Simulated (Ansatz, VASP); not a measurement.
**Two plane-wave programs on AlN**

The input INCAR:

```
SYSTEM = AlN
PREC     = Accurate       ! precision mode
ENCUT    = 520            ! plane-wave cutoff, eV
EDIFF    = 1E-6           ! SCF threshold, eV
ISMEAR   = -1             ! smearing method
SIGMA    = 0.05           ! smearing width, eV
LREAL    = .False.        ! projectors in reciprocal space
LASPH    = .True.         ! aspherical terms in the spheres
NELM     = 100            ! most SCF steps
ALGO     = Normal         ! electronic algorithm
ISIF     = 2              ! what is computed and relaxed
LWAVE    = .False.        ! write WAVECAR
LCHARG   = .False.        ! write CHGCAR
GGA      = PS             ! functional
NBANDS   = 11             ! bands
```

Contents of KPOINTS:

```
regular mesh
0
Gamma
  10 10 10
  0 0 0
```

POSCAR

```
AlN
1.0
    0.0000000000      2.1839935596      2.1839935596
    2.1839935596      0.0000000000      2.1839935596
    2.1839935596      2.1839935596      0.0000000000
Al N
1 1
Direct
    0.0000000000      0.0000000000      0.0000000000
    0.2500000000      0.2500000000      0.2500000000
```

Contents of input.yaml:

```yaml
crystal:
  lattice:
    - [0.0, 2.1839935596, 2.1839935596]
    - [2.1839935596, 0.0, 2.1839935596]
    - [2.1839935596, 2.1839935596, 0.0]
  atoms:
    - { symbol: Al, position: [0.0, 0.0, 0.0] }
    - { symbol: "N", position: [0.25, 0.25, 0.25] }
hamiltonian:
  xc: pbesol
  pseudopotentials: { kind: paw }
kpoints:
  mp_grid: { grid: [10, 10, 10] }
scf:
  occupations: { method: fermi_dirac, width: 0.05 }
output:
  forces: true
  stress: true
  eigenvalues: true
  write_density: true
  write_potential: true
  elf: true
  volumetric_format: npy
```

Alike in both runs: task single point; functional PBEsol; k mesh 10 × 10 × 10; occupations fermi-dirac, width 0.05 eV; no spin polarisation.

```csv
,VASP,Ansatz
version,VASP 6.6.1,Ansatz 0.2.0
potentials or method,"VASP PAW PBE potentials, release 64 (Al, N)",Ansatz PAW
plane-wave cutoff (eV),520,420
valence electrons in the cell,8,8
```

|  | VASP | Ansatz | Ansatz less VASP |
| --- | --- | --- | --- |
| gap on the k mesh at the Fermi level (eV) | 3.19 | 3.20 | +0.009 |
| least direct gap on the mesh (eV) | 4.13 | 4.12 | -0.016 |
| pressure (GPa) | 1.3 | 1.3 | +0.02 |

VASP's potentials were made for PBE, not for PBEsol.
